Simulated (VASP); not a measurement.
A run of VASP 6.6.1:

The input INCAR:

```
PREC = Accurate
ENCUT = 600
EDIFF = 1E-6
ISMEAR = 0
SIGMA = 0.1
LREAL = False
LASPH = True
NELM = 80
ALGO = Normal
ISIF = 3
LWAVE = False
LCHARG = False
GGA = PE
IBRION = 2
NSW = 90
EDIFFG = -0.04
```

File KPOINTS:

```
regular mesh
0
Gamma
  4 4 4
```

The input POSCAR:

```
LiAuS2
1.0
   -3.6990802150      3.6990802150      2.8774667765
    3.6990802150     -3.6990802150      2.8774667765
    3.6990802150      3.6990802150     -2.8774667765
Li S Au
2 4 2
Direct
    0.7500000000      0.7500000000      0.0000000000
    0.2500000000      0.2500000000      0.0000000000
    0.1667000000      0.6667000000      0.8334000000
    0.6667000000      0.8333000000      0.5000000000
    0.8333000000      0.3333000000      0.1666000000
    0.3333000000      0.1667000000      0.5000000000
    0.2500000000      0.7500000000      0.5000000000
    0.7500000000      0.2500000000      0.5000000000
```

Potentials or basis: VASP PAW PBE potentials, release 64 (Li_sv, S, Au).

Command:

```console
$ cat potpaw_PBE.64/Li_sv/POTCAR potpaw_PBE.64/S/POTCAR potpaw_PBE.64/Au/POTCAR > POTCAR
$ mpirun -np 1 vasp_std > vasp.out
```

Hardware: 1 thread of Intel(R) Xeon(R) Platinum 8259CL CPU @ 2.50GHz (Skylake/Cascade Lake), on a shared host.

Q: Estimate the wall time of this run.

A: Run time: 17 min on 1 thread of Intel(R) Xeon(R) Platinum 8259CL CPU @ 2.50GHz (Skylake/Cascade Lake), with other jobs on the host, peak memory 0.39 GiB. Counts: scf iterations 189, k points 13, ion steps 22.
